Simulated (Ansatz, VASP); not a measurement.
# One calculation of Ge, two programs

File INCAR:

```
PREC = Accurate ; ENCUT = 520
EDIFF = 1E-7 ; ISMEAR = 0
SIGMA = 0.15 ; LREAL = False
LASPH = True ; NELM = 60
ALGO = Normal ; ISIF = 2
LWAVE = False ; LCHARG = True
GGA = PE ; LELF = True
LVHAR = True ; NBANDS = 21
```

File KPOINTS:

```
Automatic mesh
0
Gamma
  14 14 14
```

Contents of POSCAR:

```
Ge
1.0
    0.0000000000      2.8805347716      2.8229240762
    2.8805347716      0.0000000000      2.8229240762
    2.8805347716      2.8805347716      0.0000000000
Ge
2
Direct
    0.5000000000      0.5000000000      0.5000000000
    0.7500000000      0.7500000000      0.7500000000
```

Input for Ansatz:

```yaml
crystal:
  lattice:
    - [0.0, 2.8805347716, 2.8229240762]
    - [2.8805347716, 0.0, 2.8229240762]
    - [2.8805347716, 2.8805347716, 0.0]
  atoms:
    - { symbol: Ge, position: [0.5, 0.5, 0.5] }
    - { symbol: Ge, position: [0.75, 0.75, 0.75] }
basis:
  ecutwfc: 420
kpoints:
  mp_grid: { grid: [14, 14, 14] }
hamiltonian:
  xc: pbe
scf:
  occupations: { method: gaussian, width: 0.15 }
output:
  forces: true
  stress: true
  eigenvalues: true
```

Change from the starting cell: engineering shear strain xy +0.0000, normal strain along z -0.0200.

Alike in both runs: task single point; functional PBE; k mesh 14 × 14 × 14; occupations gaussian, width 0.15 eV; no spin polarisation.

```csv
,VASP,Ansatz
version,VASP 6.6.1,Ansatz 0.2.0
potentials or method,"VASP PAW PBE potentials, release 64 (Ge_d), cutoff 520 eV","scalar-relativistic, plane waves, PAW"
valence electrons in the cell,28,28
```

|  | VASP | Ansatz | Ansatz less VASP |
| --- | --- | --- | --- |
| gap on the k mesh at the Fermi level (eV) | 0.13 | 0.12 | -0.003 |
| least direct gap on the mesh (eV) | 0.15 | 0.15 | 0.000 |
| pressure (GPa) | 1.2 | 1.3 | +0.11 |
| traceless stress, the component that is largest in VASP (GPa) | 0.88 | 0.88 | -0.001 |

With one functional, cell and mesh, what is left measures potentials, basis and numerics.
